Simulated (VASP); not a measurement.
# BaS (P4/mmm) in VASP: notebook

BaS is run at these levels: PBE; tasks: single point.

All numbers are computed with VASP 6.6.1; they aren't measurements. Logs are shortened: lines on timing, memory, paths and dates and some standing lists are left out, and cuts for length are marked.

### 1 The cell of the first run

Symmetry: P4/mmm, No. 123, tetragonal system. Conventional cell: a = 3.834 Å, b = 3.834 Å, c = 4.052 Å, α = 90.00°, β = 90.00°, γ = 90.00°. Ba (site symmetry 4/mmm) has 8 S at 3.38 Å and 6 Ba at 3.83 to 4.05 Å within 4.4 Å. S (site symmetry 4/mmm) has 8 Ba at 3.38 Å and 6 S at 3.83 to 4.05 Å within 4.4 Å.

### 2 Single point, PBE (uniaxial z strain +5.7%)

INCAR reads:

```
PREC = Accurate ; ENCUT = 500
EDIFF = 1E-6 ; ISMEAR = -1
SIGMA = 0.02 ; LREAL = False
LASPH = True ; NELM = 120
ALGO = Normal ; ISIF = 2
LWAVE = False ; LCHARG = True
GGA = PE ; LELF = True
LVHAR = True ; NBANDS = 15
GGA_COMPAT = False
```

KPOINTS reads:

```
regular mesh
0
Gamma
  6 6 6
```

POSCAR reads:

```
BaS
1.0
    3.8337582573      0.0000000000      0.0000000000
    0.0000000000      3.8337582573      0.0000000000
    0.0000000000      0.0000000000      4.0518991021
Ba S
1 1
Direct
    0.0000000000      0.0000000000      0.0000000000
    0.5000000000      0.5000000000      0.5000000000
```

Potentials or basis: VASP PAW PBE potentials, release 64 (Ba_sv, S).

Started as:

```console
$ cat potpaw_PBE.64/Ba_sv/POTCAR potpaw_PBE.64/S/POTCAR > POTCAR
$ mpirun -np 1 vasp_std > vasp.out
```

OUTCAR:

```text
PREC = Accurate
   ENCUT = 500
   EDIFF = 1E-6
   ISMEAR = -1
   LREAL = False
   LASPH = True
   NELM = 120
   ISIF = 2
   GGA = PE

 ion  position               nearest neighbor table
   1  0.000  0.000  0.000-   2 3.38   2 3.38   2 3.38   2 3.38   2 3.38   2 3.38   2 3.38   2 3.38

   2  0.500  0.500  0.500-   1 3.38   1 3.38   1 3.38   1 3.38   1 3.38   1 3.38   1 3.38   1 3.38

  LATTYP: Found a simple tetragonal cell.
 ALAT       =     3.8337582573
 C/A-ratio  =     1.0569000000

  Lattice vectors:

 A1 = (   3.8337582573,   0.0000000000,   0.0000000000)
 A2 = (   0.0000000000,   3.8337582573,   0.0000000000)
 A3 = (   0.0000000000,   0.0000000000,   4.0518991021)

Analysis of symmetry for initial positions (statically):
=====================================================================
 Subroutine PRICEL returns:
 Original cell was already a primitive cell.

 Routine SETGRP: Setting up the symmetry group for a
 simple tetragonal supercell.

 Subroutine GETGRP returns: Found 16 space group operations
 (whereof 16 operations were pure point group operations)
 out of a pool of 16 trial point group operations.

The static configuration has the point symmetry D_4h.

Analysis of symmetry for dynamics (positions and initial velocities):
=====================================================================
 Subroutine PRICEL returns:
 Original cell was already a primitive cell.

 Routine SETGRP: Setting up the symmetry group for a
 simple tetragonal supercell.

 Subroutine GETGRP returns: Found 16 space group operations
 (whereof 16 operations were pure point group operations)
 out of a pool of 16 trial point group operations.

The dynamic configuration has the point symmetry D_4h.

 Subroutine INISYM returns: Found 16 space group operations
 (whereof 16 operations are pure point group operations),
 and found     1 'primitive' translations

----------------------------------------------------------------------------------------

                                     Primitive cell

  volume of cell :      59.5536

  direct lattice vectors                    reciprocal lattice vectors
     3.833758257  0.000000000  0.000000000     0.260840651  0.000000000  0.000000000
     0.000000000  3.833758257  0.000000000     0.000000000  0.260840651  0.000000000
     0.000000000  0.000000000  4.051899102     0.000000000  0.000000000  0.246797853

  length of vectors
     3.833758257  3.833758257  4.051899102     0.260840651  0.260840651  0.246797853

  position of ions in fractional coordinates (direct lattice)
     0.000000000  0.000000000  0.000000000
     0.500000000  0.500000000  0.500000000

  ion indices of the primitive-cell ions
   primitive index   ion index
                 1           1
                 2           2

----------------------------------------------------------------------------------------

 KPOINTS: regular mesh

Automatic generation of k-mesh.
 Grid dimensions read from file:
 generate k-points for:    6    6    6

 Generating k-lattice:

  Cartesian coordinates                     Fractional coordinates (reciprocal lattice)
     0.043473442  0.000000000  0.000000000     0.166666667  0.000000000  0.000000000
     0.000000000  0.043473442  0.000000000     0.000000000  0.166666667  0.000000000
     0.000000000  0.000000000  0.041132976     0.000000000  0.000000000  0.166666667

  Length of vectors
     0.043473442  0.043473442  0.041132976

  Shift w.r.t. Gamma in fractional coordinates (k-lattice)
     0.000000000  0.000000000  0.000000000

 Subroutine IBZKPT returns following result:
 ===========================================

 Found     40 irreducible k-points:

 Following reciprocal coordinates:
            Coordinates               Weight
  0.000000  0.000000  0.000000      1.000000
  0.166667  0.000000  0.000000      4.000000
  0.333333  0.000000  0.000000      4.000000
  0.500000  0.000000  0.000000      2.000000
  0.166667  0.166667  0.000000      4.000000
  0.333333  0.166667  0.000000      8.000000
[... 16 lines left out ...]
  0.333333  0.000000  0.333333      8.000000
  0.500000  0.000000  0.333333      4.000000
 [... further k-points ...]
   k-points           NKPTS =     40   k-points in BZ     NKDIM =     40   number of bands    NBANDS=     15
   number of dos      NEDOS =    301   number of ions     NIONS =      2
   total plane-waves  NPLWV =  23520
   dimension x,y,z NGX =    28 NGY =   28 NGZ =   30
   dimension x,y,z NGXF=    56 NGYF=   56 NGZF=   60
   ions per type =               1   1
   NGX,Y,Z   is equivalent  to a cutoff of  12.14, 12.14, 12.31 a.u.
   NGXF,Y,Z  is equivalent  to a cutoff of  24.28, 24.28, 24.62 a.u.
 SYSTEM =  unknown system
   PREC   = accura    normal or accurate (medium, high low for compatibility)
   ISTART =      0    job   : 0-new  1-cont  2-samecut
   ICHARG =      2    charge: 1-file 2-atom 10-const
   ISPIN  =      1    spin polarized calculation?
   LNONCOLLINEAR =      F non collinear calculations
   LSORBIT =      F    spin-orbit coupling
   LASPH  =      T    aspherical Exc in radial PAW
   ENCUT  =  500.0 eV  36.75 Ry    6.06 a.u.   6.99  6.99  7.39*2*pi/ulx,y,z
   NELM   =    120;   NELMIN=  2; NELMDL= -5     # of ELM steps
   EDIFF  = 0.1E-05   stopping-criterion for ELM
   LREAL  =      F    real-space projection
[... 7 lines left out ...]
   TEBEG  =    0.0;   TEEND  =   0.0 temperature during run
   PSTRESS=    0.0 pullay stress
   NELECT =      16.0000    total number of electrons
   NUPDOWN=      -1.0000    fix difference up-down
   EMIN   =  10.00;   EMAX   =-10.00  energy-range for DOS
   EFERMI =   0.00;   METHOD = LEGACY
   ISMEAR =    -1;   SIGMA  =   0.02  broadening in eV -4-tet -1-fermi 0-gaus
   EFERMI_NEDOS =   21; number of points for ismear=-14 and -15
   IALGO  =     38    algorithm
   IMIX   =      4    mixing-type and parameters
     AMIX     =   0.40;   BMIX     =  1.00
     AMIX_MAG =   1.60;   BMIX_MAG =  1.00
  volume/ion in A,a.u.               =      29.78       200.94
  Fermi-wavevector in a.u.,A,eV,Ry     =   1.056360  1.996232 15.182706  1.115897
  Thomas-Fermi vector in A             =   2.191593
   LORBIT       =      0    0 simple, 1 ext, 2 COOP (PROOUT), +10 PAW based schemes
   GGA     = PE    functional components
   LHFCALC =     F    Hartree Fock is set to
   AEXX    =    0.0000 exact exchange contribution
   IVDW    =     0    specifies the selected vdW correction
   LEPSILON=     F    determine dielectric tensor
   LRPA    =     F    only Hartree local field effects (RPA)
 non-spin polarized calculation
  energy-cutoff  :      500.00
  volume of cell :       59.55
 maximum number of plane-waves:      1528
 NGX is ok and might be reduce to    28
   NGX = 13   NGY = 13   NGZ = 15

 number of electron      15.9999997 magnetization

 Free energy of the ion-electron system (eV)
  ---------------------------------------------------
  ext. energy  EPLUGINS =         0.00000000
  ---------------------------------------------------
  free energy    TOTEN  =        -9.70546043 eV

  energy without entropy =       -9.70546043  energy(sigma->0) =       -9.70546043

 E-fermi :   3.2456     XC(G=0):  -9.1630

 val. band max:        2.8388772055   @ k =   0.5000   0.0000   0.5000
 cond. band min:       4.1584556628   @ k =   0.0000   0.0000   0.0000
 fundamental gap:      1.3195784573
 Fermi energy:         3.2456352848

 k-point     1 :       0.0000    0.0000    0.0000
  band No.  band energies     occupation
      1     -24.5998      2.00000
      2      -9.4914      2.00000
      3      -9.3968      2.00000
      4      -9.3968      2.00000
      5      -8.2452      2.00000
      6       2.3269      2.00000
      7       2.6994      2.00000
      8       2.6994      2.00000
      9       4.1585      0.00000
     10       4.1998      0.00000
     11       6.1639      0.00000
     12       8.8800      0.00000
     13       8.8800      0.00000
     14       9.3113      0.00000
     15      13.0783      0.00000

 k-point     2 :       0.1667    0.0000    0.0000
  band No.  band energies     occupation
      1     -24.5781      2.00000
      2      -9.8311      2.00000
      3      -9.4608      2.00000
      4      -9.3698      2.00000
      5      -7.9073      2.00000
      6       1.6988      2.00000
      7       2.1727      2.00000
      8       2.5919      2.00000
      9       4.3727      0.00000
     10       5.1730      0.00000
     11       7.1129      0.00000
     12       8.8519      0.00000
     13       9.0362      0.00000
     14       9.1625      0.00000
     15      11.9296      0.00000

 k-point     3 :       0.3333    0.0000    0.0000
  band No.  band energies     occupation
      1     -24.5342      2.00000
      2     -10.4324      2.00000
      3      -9.3982      2.00000
      4      -9.3147      2.00000
      5      -7.4557      2.00000
      6       0.4470      2.00000
      7       1.8622      2.00000
      8       2.3649      2.00000
      9       4.8718      0.00000
     10       7.2857      0.00000
     11       8.5943      0.00000
     12       9.0239      0.00000
     13       9.0894      0.00000
     14       9.4050      0.00000
     15      10.0478      0.00000
[... 343 lines left out ...]
 k-point    23 :       0.3333    0.0000    0.3333
  band No.  band energies     occupation
      1     -24.5005      2.00000
      2     -10.1965      2.00000
      3      -9.9251      2.00000
      4      -9.2712      2.00000
      5      -7.5966      2.00000
      6       0.8704      2.00000
      7       1.5040      2.00000
      8       2.5684      2.00000
      9       5.2850      0.00000
     10       6.8266      0.00000
     11       7.4975      0.00000
     12       8.4464      0.00000
     13       8.4715      0.00000
     14      10.3328      0.00000
     15      12.2496      0.00000

 k-point    24 :       0.5000    0.0000    0.3333
  band No.  band energies     occupation
      1     -24.4791      2.00000
      2     -10.3769      2.00000
      3      -9.8281      2.00000
      4      -9.2465      2.00000
      5      -7.7007      2.00000
      6       0.9102      2.00000
      7       1.4514      2.00000
      8       2.6621      2.00000
      9       5.1227      0.00000
     10       6.5901      0.00000
     11       7.4537      0.00000
     12       7.7028      0.00000
     13       9.2595      0.00000
     14      11.9290      0.00000
     15      12.0054      0.00000

 [... further k-points ...]

------------------------ aborting loop because EDIFF is reached ----------------------------------------

  FORCE on cell =-STRESS in cart. coord.  units (eV):
  Direction    XX          YY          ZZ          XY          YZ          ZX
  --------------------------------------------------------------------------------------
  -------------------------------------------------------------------------------------
  Total        0.2427916      0.2427916     -1.9464327      0.0000000      0.0000000     -0.0000000
  in kB        6.5318497      6.5318497    -52.3650971      0.0000000      0.0000000     -0.0000000
  external PRESSURE =     -13.1004659 kB  Pullay stress =       0.0000000 kB

 VOLUME and BASIS-vectors are now :
 -----------------------------------------------------------------------------
  energy-cutoff  :      500.00
  volume of cell :       59.55
      direct lattice vectors                 reciprocal lattice vectors
     3.833758257  0.000000000  0.000000000     0.260840651  0.000000000  0.000000000
     0.000000000  3.833758257  0.000000000     0.000000000  0.260840651  0.000000000
     0.000000000  0.000000000  4.051899102     0.000000000  0.000000000  0.246797853

 POSITION                                       TOTAL-FORCE (eV/Angst)
 -----------------------------------------------------------------------------------
      0.00000      0.00000      0.00000         0.000000      0.000000      0.000000
      1.91688      1.91688      2.02595         0.000000      0.000000      0.000000
 -----------------------------------------------------------------------------------
    total drift:                               -0.000000      0.000000      0.000000

  FREE ENERGIE OF THE ION-ELECTRON SYSTEM (eV)
  ---------------------------------------------------
  free  energy   TOTEN  =        -9.7054604339 eV

  energy  without entropy=       -9.7054604338  energy(sigma->0) =       -9.70546043
```

Wall time 43 s (1 thread of Intel Xeon 8259CL, shared host); peak memory 0.18 GiB.

Results:

* Free energy: -9.7055 eV
* Pressure: -1.3 GPa
* Band gap on the k mesh: 1.32 eV (least direct gap 1.46 eV)

Caveat: the cell differs from its parent crystal (uniaxial z strain +5.7%); spin-orbit coupling is left out, which moves the levels of the heavy elements. A k mesh can miss the band edges.

[end of part 1 of 2]
